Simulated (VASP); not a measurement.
# SiC (F-43m) in VASP: further runs

The runs below take SiC through single point, relaxation of cell and atoms, with LDA.

All numbers are computed with VASP 6.6.1; they aren't measurements. Logs are shortened: lines on timing, memory, paths and dates and some standing lists are left out, and cuts for length are marked.

### Step 1. The cell of the first run

It takes space group F-43m (No. 216, cubic). Conventional cell: a = 4.305 Å, b = 4.305 Å, c = 4.305 Å, α = 90.00°, β = 90.00°, γ = 90.00°. Within 2.5 Å of Si (site symmetry -43m) lie 4 C at 1.86 Å. C (site symmetry -43m) has 4 Si at 1.86 Å within 2.5 Å.

### Step 2. Single point, LDA

Input file INCAR:

```
PREC     = Accurate       # precision mode
ENCUT    = 520            # plane-wave cutoff, eV
EDIFF    = 1E-6           # SCF threshold, eV
ISMEAR   = 0              # smearing method
SIGMA    = 0.01           # smearing width, eV
LREAL    = F              # projectors in reciprocal space
LASPH    = T              # aspherical terms in the spheres
NELM     = 80             # most SCF steps
ALGO     = Normal         # electronic algorithm
ISIF     = 2              # what is computed and relaxed
LWAVE    = F              # write WAVECAR
LCHARG   = F              # write CHGCAR
NBANDS   = 11             # bands
```

Input file KPOINTS:

```
Automatic mesh
0
Gamma
  10 10 10
```

Input file POSCAR:

```
SiC
1.0
    0.0000000000      2.1524133175      2.1524133175
    2.1524133175      0.0000000000      2.1524133175
    2.1524133175      2.1524133175      0.0000000000
Si C
1 1
Direct
    0.0000000000      0.0000000000      0.0000000000
    0.7500000000      0.7500000000      0.7500000000
```

Potentials or basis: VASP PAW LDA potentials, release 64 (Si, C).

Run with:

```bash
> cat potpaw_LDA.64/Si/POTCAR potpaw_LDA.64/C/POTCAR > POTCAR
> mpirun -np 1 vasp_std > vasp.out
```

OUTCAR:

```text
PREC = Accurate
   ENCUT = 520
   EDIFF = 1E-6
   ISMEAR = 0
   LREAL = F
   LASPH = T
   NELM = 80
   ISIF = 2

 ion  position               nearest neighbor table
   1  0.000  0.000  0.000-   2 1.86   2 1.86   2 1.86   2 1.86
   2  0.750  0.750  0.750-   1 1.86   1 1.86   1 1.86   1 1.86

  LATTYP: Found a face centered cubic cell.
 ALAT       =     4.3048266350

  Lattice vectors:

 A1 = (   0.0000000000,   2.1524133175,   2.1524133175)
 A2 = (   2.1524133175,   0.0000000000,   2.1524133175)
 A3 = (   2.1524133175,   2.1524133175,   0.0000000000)

Analysis of symmetry for initial positions (statically):
=====================================================================
 Subroutine PRICEL returns:
 Original cell was already a primitive cell.

 Routine SETGRP: Setting up the symmetry group for a
 face centered cubic supercell.

 Subroutine GETGRP returns: Found 24 space group operations
 (whereof 24 operations were pure point group operations)
 out of a pool of 48 trial point group operations.

The static configuration has the point symmetry T_d .

Analysis of symmetry for dynamics (positions and initial velocities):
=====================================================================
 Subroutine PRICEL returns:
 Original cell was already a primitive cell.

 Routine SETGRP: Setting up the symmetry group for a
 face centered cubic supercell.

 Subroutine GETGRP returns: Found 24 space group operations
 (whereof 24 operations were pure point group operations)
 out of a pool of 48 trial point group operations.

The dynamic configuration has the point symmetry T_d .

 Subroutine INISYM returns: Found 24 space group operations
 (whereof 24 operations are pure point group operations),
 and found     1 'primitive' translations

----------------------------------------------------------------------------------------

                                     Primitive cell

  volume of cell :      19.9438

  direct lattice vectors                    reciprocal lattice vectors
     0.000000000  2.152413318  2.152413318    -0.232297392  0.232297392  0.232297392
     2.152413318  0.000000000  2.152413318     0.232297392 -0.232297392  0.232297392
     2.152413318  2.152413318  0.000000000     0.232297392  0.232297392 -0.232297392

  length of vectors
     3.043972105  3.043972105  3.043972105     0.402350885  0.402350885  0.402350885

  position of ions in fractional coordinates (direct lattice)
     0.000000000  0.000000000  0.000000000
     0.750000000  0.750000000  0.750000000

  ion indices of the primitive-cell ions
   primitive index   ion index
                 1           1
                 2           2

----------------------------------------------------------------------------------------

 KPOINTS: Automatic mesh

Automatic generation of k-mesh.
 Grid dimensions read from file:
 generate k-points for:   10   10   10

 Generating k-lattice:

  Cartesian coordinates                     Fractional coordinates (reciprocal lattice)
    -0.023229739  0.023229739  0.023229739     0.100000000  0.000000000  0.000000000
     0.023229739 -0.023229739  0.023229739     0.000000000  0.100000000  0.000000000
     0.023229739  0.023229739 -0.023229739     0.000000000  0.000000000  0.100000000

  Length of vectors
     0.040235089  0.040235089  0.040235089

  Shift w.r.t. Gamma in fractional coordinates (k-lattice)
     0.000000000  0.000000000  0.000000000

 Subroutine IBZKPT returns following result:
 ===========================================

 Found     47 irreducible k-points:

 Following reciprocal coordinates:
            Coordinates               Weight
  0.000000  0.000000  0.000000      1.000000
  0.100000  0.000000  0.000000      8.000000
  0.200000  0.000000  0.000000      8.000000
  0.300000  0.000000  0.000000      8.000000
  0.400000  0.000000  0.000000      8.000000
  0.500000  0.000000  0.000000      4.000000
[... 16 lines left out ...]
  0.300000  0.300000  0.000000      6.000000
  0.400000  0.300000  0.000000     24.000000
 [... further k-points ...]
   k-points           NKPTS =     47   k-points in BZ     NKDIM =     47   number of bands    NBANDS=     11
   number of dos      NEDOS =    301   number of ions     NIONS =      2
   total plane-waves  NPLWV =  13824
   dimension x,y,z NGX =    24 NGY =   24 NGZ =   24
   dimension x,y,z NGXF=    48 NGYF=   48 NGZF=   48
   ions per type =               1   1
   NGX,Y,Z   is equivalent  to a cutoff of  13.11, 13.11, 13.11 a.u.
   NGXF,Y,Z  is equivalent  to a cutoff of  26.22, 26.22, 26.22 a.u.
 SYSTEM =  unknown system
   PREC   = accura    normal or accurate (medium, high low for compatibility)
   ISTART =      0    job   : 0-new  1-cont  2-samecut
   ICHARG =      2    charge: 1-file 2-atom 10-const
   ISPIN  =      1    spin polarized calculation?
   LNONCOLLINEAR =      F non collinear calculations
   LSORBIT =      F    spin-orbit coupling
   LASPH  =      T    aspherical Exc in radial PAW
[... 31 lines left out ...]
   LEPSILON=     F    determine dielectric tensor
   LRPA    =     F    only Hartree local field effects (RPA)
 non-spin polarized calculation
 Gauss-broadening in eV      SIGMA  =   0.01
  energy-cutoff  :      520.00
  volume of cell :       19.94
 maximum number of plane-waves:       548
   NGX = 11   NGY = 11   NGZ = 11

 number of electron       8.0000000 magnetization

 Free energy of the ion-electron system (eV)
  ---------------------------------------------------
  ext. energy  EPLUGINS =         0.00000000
  ---------------------------------------------------
  free energy    TOTEN  =       -16.63734667 eV

  energy without entropy =      -16.63734667  energy(sigma->0) =      -16.63734667

 E-fermi :   8.6098     XC(G=0): -11.7141

 val. band max:        8.4859869319   @ k =   0.0000   0.0000   0.0000
 cond. band min:       9.7583798891   @ k =   0.5000   0.5000   0.0000
 fundamental gap:      1.2723929573
 Fermi energy:         8.6097952243

 k-point     1 :       0.0000    0.0000    0.0000
  band No.  band energies     occupation
      1      -7.1205      2.00000
      2       8.4860      2.00000
      3       8.4860      2.00000
      4       8.4860      2.00000
      5      15.2136      0.00000
      6      15.9347      0.00000
      7      15.9347      0.00000
      8      15.9347      0.00000
      9      23.1608      0.00000
     10      23.1608      0.00000
     11      25.2347      0.00000

 k-point     2 :       0.1000    0.0000    0.0000
  band No.  band energies     occupation
      1      -6.9188      2.00000
      2       7.4825      2.00000
      3       8.3506      2.00000
      4       8.3506      2.00000
      5      15.3489      0.00000
      6      16.1821      0.00000
      7      16.1821      0.00000
      8      16.3059      0.00000
      9      22.1689      0.00000
     10      22.1689      0.00000
     11      24.8759      0.00000

 k-point     3 :       0.2000    0.0000    0.0000
  band No.  band energies     occupation
      1      -6.3215      2.00000
      2       5.3385      2.00000
      3       8.0404      2.00000
      4       8.0404      2.00000
      5      14.9734      0.00000
      6      16.5337      0.00000
      7      16.5337      0.00000
      8      17.5373      0.00000
      9      21.4874      0.00000
     10      21.4874      0.00000
     11      24.0017      0.00000

 k-point     4 :       0.3000    0.0000    0.0000
  band No.  band energies     occupation
      1      -5.3617      2.00000
      2       2.9720      2.00000
      3       7.7213      2.00000
      4       7.7213      2.00000
      5      14.5628      0.00000
      6      16.3547      0.00000
      7      16.3547      0.00000
      8      18.4237      0.00000
      9      22.3492      0.00000
     10      22.3492      0.00000
     11      23.7918      0.00000
[... 239 lines left out ...]
 k-point    22 :      -0.2000    0.2000    0.0000
  band No.  band energies     occupation
      1      -5.0406      2.00000
      2       3.6673      2.00000
      3       5.1798      2.00000
      4       7.8370      2.00000
      5      15.1319      0.00000
      6      16.7448      0.00000
      7      16.9884      0.00000
      8      17.8489      0.00000
      9      20.0910      0.00000
     10      24.0786      0.00000
     11      27.9316      0.00000

 k-point    23 :       0.3000    0.3000    0.0000
  band No.  band energies     occupation
      1      -4.7678      2.00000
      2       4.1703      2.00000
      3       6.0639      2.00000
      4       6.0639      2.00000
      5      11.6390      0.00000
      6      14.1227      0.00000
      7      20.2275      0.00000
      8      20.2275      0.00000
      9      21.2213      0.00000
     10      25.7919      0.00000
     11      30.4619      0.00000

 k-point    24 :       0.4000    0.3000    0.0000
  band No.  band energies     occupation
      1      -3.8601      2.00000
      2       2.9102      2.00000
      3       5.2471      2.00000
      4       5.7960      2.00000
      5      11.3173      0.00000
      6      14.1415      0.00000
      7      20.3682      0.00000
      8      20.6139      0.00000
      9      22.5098      0.00000
     10      26.7890      0.00000
     11      30.1669      0.00000

 [... further k-points ...]
[... 5 lines left out ...]
  --------------------------------------------------------------------------------------
  -------------------------------------------------------------------------------------
  Total        0.5486881      0.5486881      0.5486881      0.0000000      0.0000000      0.0000000
  in kB       44.0787384     44.0787384     44.0787384      0.0000000      0.0000000      0.0000000
  external PRESSURE =      44.0787384 kB  Pullay stress =       0.0000000 kB

 VOLUME and BASIS-vectors are now :
 -----------------------------------------------------------------------------
  energy-cutoff  :      520.00
  volume of cell :       19.94
      direct lattice vectors                 reciprocal lattice vectors
     0.000000000  2.152413318  2.152413318    -0.232297392  0.232297392  0.232297392
     2.152413318  0.000000000  2.152413318     0.232297392 -0.232297392  0.232297392
     2.152413318  2.152413318  0.000000000     0.232297392  0.232297392 -0.232297392

 POSITION                                       TOTAL-FORCE (eV/Angst)
 -----------------------------------------------------------------------------------
      0.00000      0.00000      0.00000         0.000000      0.000000     -0.000000
      3.22862      3.22862      3.22862        -0.000000     -0.000000      0.000000
 -----------------------------------------------------------------------------------
    total drift:                               -0.000000     -0.000000     -0.000000

  FREE ENERGIE OF THE ION-ELECTRON SYSTEM (eV)
  ---------------------------------------------------
  free  energy   TOTEN  =       -16.6373466703 eV

  energy  without entropy=      -16.6373466703  energy(sigma->0) =      -16.63734667
```

Run time: 2.6 s. Hardware: 1 thread of Intel Xeon 6975P-C (Granite Rapids), shared host; peak memory 0.12 GiB.

Results:

```
Free energy            : -16.6373 eV
Pressure               : 4.4 GPa
Band gap on the k mesh : 1.27 eV, indirect (least direct gap 4.54 eV)
```

A k mesh can miss the band edges.

(Part 1 of 2 ends here.)
